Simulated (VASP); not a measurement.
Crystal: Ba.

```
Ba
1.0
     4.96513    0.00000    0.00000
     0.00000    4.96513    0.00000
     0.00000    0.00000    5.95734
Ba
2
Direct
  0.50000 0.00000 0.01960
  0.00000 0.50000 0.98040
```

The cell was generated, and may not be a known phase.

```yaml
Program: VASP 6.6.1
Task: relaxation of cell and atoms
Functional: PBE
Potentials_or_basis: VASP PAW PBE potentials, release 64 (Ba_sv)
Cutoff: 600 eV
k_mesh: 4 × 4 × 4
Occupations: gaussian, width 0.1 eV
Spin: no spin polarisation
```

At the start: pressure 1.2 GPa; volume 73.43 Å³/atom.

Problem. Where does the relaxation end?

Solution. Over 45 steps the energy falls by 978.4 meV/atom and the volume is 64.13 Å³/atom (-12.7 %); space group P4/nmm (No. 129, to 0.1 Å) before, Im-3m (No. 229, to 0.1 Å).

Step by step:
```tsv
step	energy change (eV)	largest force (eV/Å)	pressure (GPa)	volume (Å³)
1	0.0000	0.1682	1.18	146.86
3	-0.9580	0.1343	-1.22	177.00
5	-1.2098	0.1062	-0.83	149.66
7	-1.2184	0.1048	-0.79	145.57
9	-1.2863	0.1255	-0.39	130.93
11	-1.3029	0.1297	0.03	121.49
13	-1.3062	0.1403	0.02	121.50
15	-1.3409	0.2051	0.27	117.84
17	-1.3627	0.1736	0.84	113.00
19	-1.3658	0.1776	0.89	112.82
21	-1.3791	0.2100	1.05	112.11
23	-1.4477	0.1951	1.48	109.30
25	-1.4458	0.0062	1.77	107.70
27	-1.4685	0.0498	1.62	108.56
29	-1.5611	0.0174	1.60	108.96
31	-1.5644	0.1950	1.47	109.08
33	-1.6033	0.0973	1.38	110.54
35	-1.8377	0.0577	0.36	124.40
37	-1.8793	0.1374	-0.35	133.77
39	-1.8973	0.1248	-0.19	131.21
41	-1.9086	0.0799	1.23	113.95
43	-1.9515	0.0796	0.22	124.40
45	-1.9567	0.0377	-0.08	128.25
```

Final structure:
```
Ba
1.0
     5.05809    0.00000    0.00000
     0.00000    5.05809    0.00000
     0.00000    0.00000    5.01296
Ba
2
Direct
  0.50000 0.00000 0.24717
  0.00000 0.50000 0.75283
```

Caveat: a cell axis changed by over 15 % at a fixed basis, so the end point is rough.
